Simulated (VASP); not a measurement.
Wanted: the native input for a VASP 6.6.1 run.

- Task: single point
- Functional: PBEsol
- Potentials or basis: VASP PAW PBE potentials, release 64 (Cu)
- Cutoff: 520 eV
- k mesh: 22 × 22 × 22
- Occupations: gaussian, width 0.15 eV
- Spin: no spin polarisation
- Dipole correction: no
- Further INCAR settings: ALGO = Normal; EDIFF = 1e-07; NBANDS = 12

The structure of Cu lies in POSCAR:

```
Cu
1.0
    0.0000000000      1.7171250000      1.7171250000
    1.7171250000      0.0000000000      1.7171250000
    1.7171250000      1.7171250000      0.0000000000
Cu
1
Direct
    0.0000000000      0.0000000000      0.0000000000
```

This cell differs from its parent crystal: strain -0.050 along x and y, -0.050 along z.

One way to write it, as run:

INCAR

```
SYSTEM = Cu
ALGO     = Normal         ! electronic algorithm
EDIFF    = 1E-7           ! SCF threshold, eV
ENCUT    = 520            ! plane-wave cutoff, eV
GGA      = PS             ! functional
ISIF     = 2              ! what is computed and relaxed
ISMEAR   = 0              ! smearing method
LASPH    = .True.         ! aspherical terms in the spheres
LCHARG   = .True.         ! write CHGCAR
LELF     = .True.         ! ELF
LREAL    = .False.        ! projectors in reciprocal space
LVHAR    = .True.       
LWAVE    = .False.        ! write WAVECAR
NBANDS   = 12             ! bands
NELM     = 60             ! most SCF steps
PREC     = Accurate       ! precision mode
SIGMA    = 0.15           ! smearing width, eV
```

KPOINTS

```
k-points
0
Gamma
  22 22 22
  0 0 0
```

Potentials or basis: VASP PAW PBE potentials, release 64 (Cu).

Launch:

```bash
$ cat potpaw_PBE.64/Cu/POTCAR > POTCAR
$ mpirun -np 1 vasp_std > vasp.out
```

It gave:

```json
{
 "Pressure": "25.4 GPa"
}
```

Caveat: the cell differs from its parent crystal (strain -0.050 along x and y, -0.050 along z); the PAW data sets were made with another functional, which shifts forces and pressure a little.

Run time: 31 s on 1 thread of Intel(R) Xeon(R) Platinum 8375C CPU @ 2.90GHz (Ice Lake), with other jobs on the host, peak memory 0.14 GiB.
